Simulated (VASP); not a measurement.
## Ru: single point with PBE

Ru:

```
Ru
1.0
     0.00000    1.82543    2.13028
     1.82543    0.00000    2.13028
     1.82543    1.82543    0.00000
Ru
1
Direct
  0.00000 0.00000 0.00000
```

This cell differs from its parent crystal: volume 14.197 Å^3 an atom, c/a of the conventional cell 1.1670.

```
Program                : VASP 6.6.1
Task                   : single point
Functional             : PBE
Potentials or basis    : VASP PAW PBE potentials, release 64 (Ru_pv)
Cutoff                 : 520 eV
k mesh                 : 22 × 22 × 22
Occupations            : gaussian, width 0.15 eV
Spin                   : no spin polarisation
Dipole correction      : no
Further INCAR settings : ALGO = Fast; EDIFF = 1e-07; NBANDS = 13
```

```json
{"Pressure": "-3.7 GPa", "Band gap on the k mesh": "zero (band 7 reaches 13.76 eV, above the bottom of band 8 at 10.45 eV)"}
```

Stress tensor (GPa, compression positive):
```
  9.63   0.00   0.00
  0.00   9.63   0.00
  0.00   0.00 -30.40
```

Levels at points of the mesh, in eV from the Fermi level:
```csv
k point,band 3,band 4,band 5,band 6,band 7,band 8,band 9,band 10,band 11,band 12
"(0.00, 0.00, 0.00)",-42.42,-7.70,-3.65,-1.70,-1.70,-1.50,0.86,10.59,15.41,17.67
"(0.50, 0.00, 0.00)",-42.45,-5.80,-3.38,-1.68,1.01,1.20,1.87,9.65,10.60,14.18
"(0.50, 0.50, 0.00)",-42.62,-5.98,-5.58,1.51,1.73,1.90,1.90,10.34,10.60,14.99
"(0.50, 0.00, 0.50)",-42.73,-6.12,-5.47,1.06,1.25,2.97,4.63,10.59,11.54,13.37
```

Run time: 96 s on 1 thread of Intel(R) Xeon(R) 6975P-C (Granite Rapids), with other jobs on the host, peak memory 0.25 GiB.
